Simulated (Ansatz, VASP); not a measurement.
Ag3Sb2 in VASP and in Ansatz

```
Ag Sb
1.0
     5.66700    0.00000    0.00000
    -2.83350    4.90777    0.00000
     0.00000    0.00000    5.92164
Ag Sb
3 2
Direct
  0.50000 0.00000 0.50000
  0.00000 0.50000 0.50000
  0.50000 0.50000 0.50000
  0.00000 0.00000 0.50000
  0.00000 0.00000 0.00000
```

Alike in both runs: functional PBE; k mesh 4 × 4 × 3; occupations gaussian, width 0.2 eV; no spin polarisation.

Ansatz relaxed the structure, and its values are those at the end. VASP's run is a single point on that final structure, the one shown.

```csv
,VASP,Ansatz
version,VASP 6.6.1,Ansatz 0.2.0
potentials or method,"VASP PAW PBE potentials, release 64 (Ag, Sb), cutoff 500 eV","scalar-relativistic, plane waves, PAW"
valence electrons in the cell,43,87
```

|  | VASP | Ansatz | Ansatz less VASP |
| --- | --- | --- | --- |
| gap on the k mesh at the Fermi level (eV) | none | none | - |
| pressure (GPa) | 0.1 | 0.1 | +0.03 |

A gap of «none» marks a metal or a gap that the smearing closes. With one functional, cell and mesh, what is left measures potentials, basis and numerics. VASP's potentials hold 43 valence electrons a cell and Ansatz's 87, so a difference there can come from the potentials and not from the codes.

Neither program's run includes spin-orbit coupling.
